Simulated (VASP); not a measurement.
Input of a VASP 6.6.1 run:

The input INCAR:

```
PREC = Accurate
ENCUT = 520
EDIFF = 1E-7
ISMEAR = 0
SIGMA = 0.1
LREAL = F
LASPH = T
NELM = 60
ALGO = Fast
ISIF = 2
LWAVE = F
LCHARG = F
GGA = PS
NBANDS = 22
```

File KPOINTS:

```
regular mesh
0
Gamma
  18 16 12
```

The input POSCAR:

```
SiNi
1.0
    3.0397103345      0.0000000000      0.0000000000
    0.0000000000      3.2831163682      0.0000000000
    0.0000000000      0.0000000000      4.7425560540
Si Ni
2 2
Direct
    0.5000000000      0.5000000000      0.8409101808
    0.0000000000      0.0000000000      0.1590898192
    0.5000000000      0.5000000000      0.3410683344
    0.0000000000      0.0000000000      0.6589316656
```

Potentials or basis: VASP PAW PBE potentials, release 64 (Si, Ni).

Command:

```bash
$ cat potpaw_PBE.64/Si/POTCAR potpaw_PBE.64/Ni/POTCAR > POTCAR
$ mpirun -np 1 vasp_std > vasp.out
```

Problem. Predict the band gap on the k mesh.

Solution. Zero (bands 14 and 15 overlap by 2.39 eV).

Problem. What does it give for the pressure?

Solution. -7.6 GPa.

Problem. Predict the largest force.

Solution. 0.007 eV/Å.

Forces in eV/Å, atoms in the order of the input:
```
Si   0.000  0.000  0.005
Si   0.000  0.000 -0.005
Ni   0.000  0.000  0.007
Ni   0.000  0.000 -0.007
```

Caveat: the cell differs from its parent crystal (equal strain along all axes, cell held: +1.5 %, then relaxed in part); the cell stands under tension; the PAW data sets were made with another functional, which shifts forces and pressure a little. Spin polarisation is off, so any magnetic state and its effect on volume and gap are missing.
